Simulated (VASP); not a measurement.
A run of VASP 6.6.1:

Contents of INCAR:

```
SYSTEM = TlCl
PREC = Accurate
ENCUT = 500
EDIFF = 1E-6
ISMEAR = 1
SIGMA = 0.2
LREAL = .FALSE.
LASPH = .TRUE.
NELM = 120
ALGO = Normal
ISIF = 2
LWAVE = .FALSE.
LCHARG = .FALSE.
GGA = PE
NBANDS = 17
GGA_COMPAT = .FALSE.
```

The input KPOINTS:

```
regular mesh
0
G
  4 4 4
  0 0 0
```

File POSCAR:

```
TlCl
1.0
    3.7936346873      0.0000000000      0.0000000000
    0.0000000000      3.7936346873      0.0000000000
    0.0000000000      0.0000000000      3.7936346873
Tl Cl
1 1
Direct
    0.0000000000      0.0000000000      0.0000000000
    0.5000000000      0.5000000000      0.5000000000
```

Potentials or basis: VASP PAW PBE potentials, release 64 (Tl_d, Cl).

Run with:

```console
$ cat potpaw_PBE.64/Tl_d/POTCAR potpaw_PBE.64/Cl/POTCAR > POTCAR
$ mpirun -np 1 vasp_std > vasp.out
```

Hardware: 1 thread of Intel(R) Xeon(R) 6975P-C (Granite Rapids), with other jobs on the host.

Task: Estimate the wall time of this run.

Result: Wall time 5.9 s on 1 thread of Intel(R) Xeon(R) 6975P-C (Granite Rapids), with other jobs on the host, peak memory 0.15 GiB. Counts: scf iterations 12, k points 10.
